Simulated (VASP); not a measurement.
## SiNi2: single point with r2SCAN

Crystal: SiNi2.

```
Si Ni
1.0
     3.83085    0.00000    0.00000
    -1.91543    3.31761    0.00000
     0.00000    0.00000    5.12388
Si Ni
2 4
Cartesian
  0.0000 2.2117 3.8429
  1.9154 1.1059 1.2810
  0.0000 0.0000 0.0000
  0.0000 0.0000 2.5619
  0.0000 2.2117 1.2810
  1.9154 1.1059 3.8429
```

This cell differs from its parent crystal: uniaxial strain along c: +4.0 %.

- Program: VASP 6.6.1
- Task: single point
- Functional: r2SCAN
- Potentials or basis: VASP PAW PBE potentials, release 64 (Si, Ni)
- Cutoff: 520 eV
- k mesh: 12 × 12 × 8
- Occupations: gaussian, width 0.1 eV
- Spin: no spin polarisation
- Dipole correction: no
- Further INCAR settings: ALGO = Normal; EDIFF = 1e-07; NBANDS = 33

| Quantity | Value |
| --- | --- |
| Pressure | -2.1 GPa |
| Band gap on the k mesh | zero (bands 24 and 25 overlap by 3.90 eV) |

Stress tensor (GPa, compression positive):
```
 1.54  0.00  0.00
 0.00  1.54  0.00
 0.00  0.00 -9.26
```

Levels at points of the mesh, in eV from the Fermi level:
| k point | band 20 | band 21 | band 22 | band 23 | band 24 | band 25 | band 26 | band 27 | band 28 | band 29 |
| --- | --- | --- | --- | --- | --- | --- | --- | --- | --- | --- |
| (0.00, 0.00, 0.00) | -1.21 | -0.60 | -0.60 | -0.07 | 3.19 | 3.19 | 3.20 | 3.20 | 3.47 | 3.65 |
| (0.50, 0.00, 0.00) | -1.55 | -1.47 | -1.21 | -1.06 | -0.68 | -0.68 | 1.21 | 1.94 | 3.47 | 3.79 |
| (0.00, 0.00, 0.50) | -1.26 | -1.26 | -1.26 | 2.22 | 2.22 | 3.62 | 3.62 | 3.62 | 3.62 | 4.49 |
| (0.50, 0.00, 0.50) | -1.72 | -1.28 | -1.28 | -0.97 | -0.97 | 1.03 | 1.03 | 3.34 | 3.34 | 5.54 |

Wall time 33 min on 1 thread of AMD EPYC 7571, on a shared host, peak memory 0.26 GiB.

Caveat: the cell differs from its parent crystal (uniaxial strain along c: +4.0 %); the stress differs along the axes, from -9 to 2 GPa; the PAW data sets were made with another functional, which shifts forces and pressure a little. Spin polarisation is off, so any magnetic state and its effect on volume and gap are missing.
